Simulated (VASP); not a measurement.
# NaHf3NbBi3 (P6/mmm) in VASP: relaxation of cell and atoms with PBE

Aim: the relaxation of cell and atoms of NaHf3NbBi3 with PBE.

All numbers are computed with VASP 6.6.1; they aren't measurements. Logs are shortened: lines on timing, memory, paths and dates and some standing lists are left out, and cuts for length are marked.

### Step 1. The cell of the first run

Symmetry: P6/mmm, No. 191, hexagonal system. The conventional cell has a = 6.941 Å, b = 6.941 Å, c = 5.174 Å, α = 90.00°, β = 90.00°, γ = 120.00°. Within 3.5 Å of Na (site symmetry 6/mmm) lie 2 Nb at 2.59 Å and 6 Bi at 3.47 Å. Within 3.5 Å of Hf (site symmetry mmm) lie 2 Bi at 2.59 Å and 4 Hf at 3.47 Å and 2 Nb at 3.47 Å. Nb (site symmetry 6/mmm) has 2 Na at 2.59 Å and 6 Hf at 3.47 Å within 3.5 Å. Within 3.5 Å of Bi (site symmetry mmm) lie 2 Hf at 2.59 Å and 4 Bi at 3.47 Å and 2 Na at 3.47 Å.

The cell was built from a structure type or drawn by symmetry, and may not be a known phase.

### Step 2. Relaxation of cell and atoms, PBE

The input, INCAR:

```
  PREC = Accurate
  ENCUT = 500
  EDIFF = 1E-7
  ISMEAR = 0
  SIGMA = 0.2
  LREAL = False
  LASPH = True
  NELM = 120
  ALGO = Normal
  ISIF = 3
  LWAVE = False
  LCHARG = False
  GGA = PE
  IBRION = 2
  NSW = 36
  EDIFFG = -0.08
  GGA_COMPAT = False
  NELMIN = 4
```

The input, KPOINTS:

```
regular mesh
0
Gamma
  3 3 3
```

The input, POSCAR:

```
NaHf3NbBi3
1.0
    6.9407467600      0.0000000000      0.0000000000
   -3.4703733800      6.0108630100      0.0000000000
    0.0000000000      0.0000000000      5.1741952100
Na Hf Nb Bi
1 3 1 3
Direct
    0.0000000000      0.0000000000      0.5000000000
    0.5000000000      0.0000000000      0.0000000000
    0.0000000000      0.5000000000      0.0000000000
    0.5000000000      0.5000000000      0.0000000000
    0.0000000000      0.0000000000      0.0000000000
    0.5000000000      0.0000000000      0.5000000000
    0.0000000000      0.5000000000      0.5000000000
    0.5000000000      0.5000000000      0.5000000000
```

Potentials or basis: VASP PAW PBE potentials, release 64 (Na_pv, Hf_pv, Nb_sv, Bi_d).

Started as:

```
cat potpaw_PBE.64/Na_pv/POTCAR potpaw_PBE.64/Hf_pv/POTCAR potpaw_PBE.64/Nb_sv/POTCAR potpaw_PBE.64/Bi_d/POTCAR > POTCAR
mpirun -np 1 vasp_std > vasp.out
```

OUTCAR:

```text
PREC = Accurate
   ENCUT = 500
   EDIFF = 1E-7
   ISMEAR = 0
   LREAL = False
   LASPH = True
   NELM = 120
   ISIF = 3
   GGA = PE
   IBRION = 2
   NSW = 36
   EDIFFG = -0.08
   NELMIN = 4

 ion  position               nearest neighbor table
   1  0.000  0.000  0.500-   5 2.59   5 2.59
   2  0.500  0.000  0.000-   6 2.59   6 2.59   3 3.47   4 3.47   4 3.47   3 3.47
   3  0.000  0.500  0.000-   7 2.59   7 2.59   2 3.47   2 3.47   4 3.47   4 3.47
   4  0.500  0.500  0.000-   8 2.59   8 2.59   2 3.47   2 3.47   3 3.47   3 3.47
   5  0.000  0.000  0.000-   1 2.59   1 2.59
   6  0.500  0.000  0.500-   2 2.59   2 2.59   8 3.47   7 3.47   8 3.47   7 3.47
   7  0.000  0.500  0.500-   3 2.59   3 2.59   6 3.47   6 3.47   8 3.47   8 3.47
   8  0.500  0.500  0.500-   4 2.59   4 2.59   6 3.47   6 3.47   7 3.47   7 3.47

  LATTYP: Found a hexagonal cell.
 ALAT       =     6.9407467600
 C/A-ratio  =     0.7454810540

  Lattice vectors:

 A1 = (   6.9407467600,   0.0000000000,   0.0000000000)
 A2 = (  -3.4703733800,   6.0108630100,   0.0000000000)
 A3 = (   0.0000000000,   0.0000000000,   5.1741952100)

Analysis of symmetry for initial positions (statically):
=====================================================================
 Subroutine PRICEL returns:
 Original cell was already a primitive cell.

 Routine SETGRP: Setting up the symmetry group for a
 hexagonal supercell.

 Subroutine GETGRP returns: Found 24 space group operations
 (whereof 24 operations were pure point group operations)
 out of a pool of 24 trial point group operations.

The static configuration has the point symmetry D_6h.

Analysis of symmetry for dynamics (positions and initial velocities):
=====================================================================
 Subroutine PRICEL returns:
 Original cell was already a primitive cell.

 Routine SETGRP: Setting up the symmetry group for a
 hexagonal supercell.

 Subroutine GETGRP returns: Found 24 space group operations
 (whereof 24 operations were pure point group operations)
 out of a pool of 24 trial point group operations.

The dynamic configuration has the point symmetry D_6h.

 Subroutine INISYM returns: Found 24 space group operations
 (whereof 24 operations are pure point group operations),
 and found     1 'primitive' translations

----------------------------------------------------------------------------------------

                                     Primitive cell

  volume of cell :     215.8668

  direct lattice vectors                    reciprocal lattice vectors
     6.940746760  0.000000000  0.000000000     0.144076716  0.083182731  0.000000000
    -3.470373380  6.010863010  0.000000000     0.000000000  0.166365462  0.000000000
     0.000000000  0.000000000  5.174195210     0.000000000  0.000000000  0.193266771

  length of vectors
     6.940746760  6.940746755  5.174195210     0.166365462  0.166365462  0.193266771

  position of ions in fractional coordinates (direct lattice)
     0.000000000  0.000000000  0.500000000
     0.500000000  0.000000000  0.000000000
     0.000000000  0.500000000  0.000000000
     0.500000000  0.500000000  0.000000000
     0.000000000  0.000000000  0.000000000
     0.500000000  0.000000000  0.500000000
     0.000000000  0.500000000  0.500000000
     0.500000000  0.500000000  0.500000000

  ion indices of the primitive-cell ions
   primitive index   ion index
                 1           1
                 2           2
                 3           3
                 4           4
                 5           5
                 6           6
                 7           7
                 8           8

----------------------------------------------------------------------------------------

 KPOINTS: regular mesh

Automatic generation of k-mesh.
 Grid dimensions read from file:
 generate k-points for:    3    3    3

 Generating k-lattice:

  Cartesian coordinates                     Fractional coordinates (reciprocal lattice)
     0.048025572  0.027727577  0.000000000     0.333333333  0.000000000  0.000000000
     0.000000000  0.055455154  0.000000000     0.000000000  0.333333333  0.000000000
     0.000000000  0.000000000  0.064422257     0.000000000  0.000000000  0.333333333

  Length of vectors
     0.055455154  0.055455154  0.064422257

  Shift w.r.t. Gamma in fractional coordinates (k-lattice)
     0.000000000  0.000000000  0.000000000

 Subroutine IBZKPT returns following result:
 ===========================================

 Found      6 irreducible k-points:

 Following reciprocal coordinates:
            Coordinates               Weight
  0.000000  0.000000  0.000000      1.000000
  0.333333  0.000000  0.000000      6.000000
  0.333333  0.333333  0.000000      2.000000
  0.000000  0.000000  0.333333      2.000000
  0.333333  0.000000  0.333333     12.000000
  0.333333  0.333333  0.333333      4.000000
   k-points           NKPTS =      6   k-points in BZ     NKDIM =      6   number of bands    NBANDS=     57
   number of dos      NEDOS =    301   number of ions     NIONS =      8
   total plane-waves  NPLWV = 116640
   dimension x,y,z NGX =    54 NGY =   54 NGZ =   40
   dimension x,y,z NGXF=   108 NGYF=  108 NGZF=   80
   ions per type =               1   3   1   3
   NGX,Y,Z   is equivalent  to a cutoff of  12.93, 12.93, 12.85 a.u.
   NGXF,Y,Z  is equivalent  to a cutoff of  25.87, 25.87, 25.70 a.u.
 SYSTEM =  unknown system
   PREC   = accura    normal or accurate (medium, high low for compatibility)
   ISTART =      0    job   : 0-new  1-cont  2-samecut
   ICHARG =      2    charge: 1-file 2-atom 10-const
   ISPIN  =      1    spin polarized calculation?
   LNONCOLLINEAR =      F non collinear calculations
   LSORBIT =      F    spin-orbit coupling
   LASPH  =      T    aspherical Exc in radial PAW
   ENCUT  =  500.0 eV  36.75 Ry    6.06 a.u.  12.65 12.65  9.43*2*pi/ulx,y,z
   NELM   =    120;   NELMIN=  4; NELMDL= -5     # of ELM steps
   EDIFF  = 0.1E-06   stopping-criterion for ELM
   LREAL  =      F    real-space projection
   EDIFFG = -.8E-01   stopping-criterion for IOM
   NSW    =     36    number of steps for IOM
   IBRION =      2    ionic relax: 0-MD 1-quasi-New 2-CG
   NFREE  =      1    steps in history (QN), initial steepest desc. (CG)
   ISIF   =      3    stress and relaxation
   ISYM   =      2    0-nonsym 1-usesym 2-fastsym
   POTIM  = 0.5000    time-step for ionic-motion
   TEBEG  =    0.0;   TEEND  =   0.0 temperature during run
   PSTRESS=    0.0 pullay stress
   NELECT =      95.0000    total number of electrons
   NUPDOWN=      -1.0000    fix difference up-down
   EMIN   =  10.00;   EMAX   =-10.00  energy-range for DOS
   EFERMI =   0.00;   METHOD = LEGACY
   ISMEAR =     0;   SIGMA  =   0.20  broadening in eV -4-tet -1-fermi 0-gaus
   EFERMI_NEDOS =   21; number of points for ismear=-14 and -15
   IALGO  =     38    algorithm
   IMIX   =      4    mixing-type and parameters
     AMIX     =   0.40;   BMIX     =  1.00
     AMIX_MAG =   1.60;   BMIX_MAG =  1.00
  volume/ion in A,a.u.               =      26.98       182.09
  Fermi-wavevector in a.u.,A,eV,Ry     =   1.245243  2.353168 21.097602  1.550630
  Thomas-Fermi vector in A             =   2.379474
   LORBIT       =      0    0 simple, 1 ext, 2 COOP (PROOUT), +10 PAW based schemes
   GGA     = PE    functional components
   LHFCALC =     F    Hartree Fock is set to
   AEXX    =    0.0000 exact exchange contribution
   IVDW    =     0    specifies the selected vdW correction
   LEPSILON=     F    determine dielectric tensor
   LRPA    =     F    only Hartree local field effects (RPA)
 conjugate gradient relaxation of ions
 non-spin polarized calculation
 Gauss-broadening in eV      SIGMA  =   0.20
  energy-cutoff  :      500.00
  volume of cell :      215.87
 maximum number of plane-waves:      5494
 NGX is ok and might be reduce to    50
   NGX = 25   NGY = 25   NGZ = 19

--------------------------------------- Ionic step        1  -------------------------------------------

 number of electron      94.9999983 magnetization

 Free energy of the ion-electron system (eV)
  ---------------------------------------------------
  ext. energy  EPLUGINS =         0.00000000
  ---------------------------------------------------
  free energy    TOTEN  =       -43.04764229 eV

  energy without entropy =      -42.76561426  energy(sigma->0) =      -42.90662828

------------------------ aborting loop because EDIFF is reached ----------------------------------------

  FORCE on cell =-STRESS in cart. coord.  units (eV):
  Direction    XX          YY          ZZ          XY          YZ          ZX
  --------------------------------------------------------------------------------------
  -------------------------------------------------------------------------------------
  Total      -12.7514708    -12.7514708     57.2841635      0.0000000      0.0000000      0.0000000
  in kB      -94.6422431    -94.6422429    425.1667752      0.0000000      0.0000000      0.0000000
  external PRESSURE =      78.6274297 kB  Pullay stress =       0.0000000 kB
[... 69 lines left out ...]
  energy  without entropy=      -46.4244766724  energy(sigma->0) =      -46.54917215

--------------------------------------- Ionic step        3  -------------------------------------------

 number of electron      95.0000047 magnetization

 E-fermi :   5.3136     XC(G=0):  -9.8778

 val. band max:        5.2972145533   @ k =   0.3333   0.3333   0.3333
 cond. band min:       5.3286690080   @ k =   0.3333   0.0000   0.3333
 fundamental gap:      0.0314544547
 Fermi energy:         5.3135721103

 k-point     1 :       0.0000    0.0000    0.0000
  band No.  band energies     occupation
      1     -49.8250      2.00000
      2     -26.1895      2.00000
      3     -26.1877      2.00000
      4     -26.1506      2.00000
      5     -26.1506      2.00000
      6     -26.0902      2.00000
[... 514 lines left out ...]
  energy  without entropy=      -47.5276028755  energy(sigma->0) =      -47.62976963

--------------------------------------- Ionic step        7  -------------------------------------------

 number of electron      94.9999998 magnetization

 Free energy of the ion-electron system (eV)
  ---------------------------------------------------
  ext. energy  EPLUGINS =         0.00000000
  ---------------------------------------------------
  free energy    TOTEN  =       -47.73481890 eV

  energy without entropy =      -47.53654698  energy(sigma->0) =      -47.63568294

 E-fermi :   6.4843     XC(G=0): -10.3991

 val. band max:        6.4460221466   @ k =   0.3333   0.0000   0.0000
 cond. band min:       6.4954067353   @ k =   0.3333   0.3333   0.3333
 fundamental gap:      0.0493845887
 Fermi energy:         6.4843245574

 k-point     1 :       0.0000    0.0000    0.0000
  band No.  band energies     occupation
      1     -48.3385      2.00000
      2     -24.7910      2.00000
      3     -24.7197      2.00000
      4     -24.7197      2.00000
      5     -24.6495      2.00000
      6     -24.5643      2.00000
[... 384 lines left out ...]
  FREE ENERGIE OF THE ION-ELECTRON SYSTEM (eV)
  ---------------------------------------------------
  free  energy   TOTEN  =       -47.7348188989 eV

  energy  without entropy=      -47.5365469764  energy(sigma->0) =      -47.63568294

 reached required accuracy - stopping structural energy minimisation
```

Run time: 21 min. Hardware: 1 thread of AMD EPYC 7R13, shared host; peak memory 0.37 GiB.

What came out:

| Property | Result |
| --- | --- |
| Free energy | -47.7348 eV |
| Relaxed volume | 26.06 Å³/atom |
| Relaxed cell | a = 6.237 Å, b = 6.237 Å, c = 6.189 Å, α = 90.00°, β = 90.00°, γ = 120.00° |
| Space group after relaxing (to 0.1 Å) | P6/mmm (No. 191) |
| Energy gained by relaxing | 585.9 meV/atom |
| Ionic steps | 7 |
| Pressure after relaxing | 0.1 GPa |
| Band gap on the k mesh | zero (an odd number of electrons rules out a gap without spin polarisation) |

Step by step:
| step | energy change (eV) | largest force (eV/Å) | pressure (GPa) | volume (Å³) |
| --- | --- | --- | --- | --- |
| 1 | 0.0000 | 0.0000 | 7.86 | 215.87 |
| 2 | -3.6262 | 0.0000 | -6.77 | 247.49 |
| 3 | -4.0264 | 0.0000 | -5.73 | 234.87 |
| 4 | -4.6698 | 0.0000 | 0.74 | 206.54 |
| 5 | -4.6707 | 0.0000 | 0.45 | 207.45 |
| 6 | -4.6843 | 0.0000 | 0.24 | 208.07 |
| 7 | -4.6872 | 0.0000 | 0.13 | 208.49 |

Final structure:
```
Na Hf Nb Bi
1.0
     6.23713    0.00000    0.00000
    -3.11856    5.40151    0.00000
     0.00000    0.00000    6.18858
Na Hf Nb Bi
1 3 1 3
Direct
  0.00000 0.00000 0.50000
  0.50000 0.00000 0.00000
  0.00000 0.50000 0.00000
  0.50000 0.50000 0.00000
  0.00000 0.00000 0.00000
  0.50000 0.00000 0.50000
  0.00000 0.50000 0.50000
  0.50000 0.50000 0.50000
```

Caveat: the k points lie up to 0.39 Å⁻¹ apart in the final cell, too coarse for converged energies and pressures of a metal; a cell axis changed by over 15 % at a fixed basis, so the end point is rough; spin-orbit coupling is left out, which moves the levels of the heavy elements.
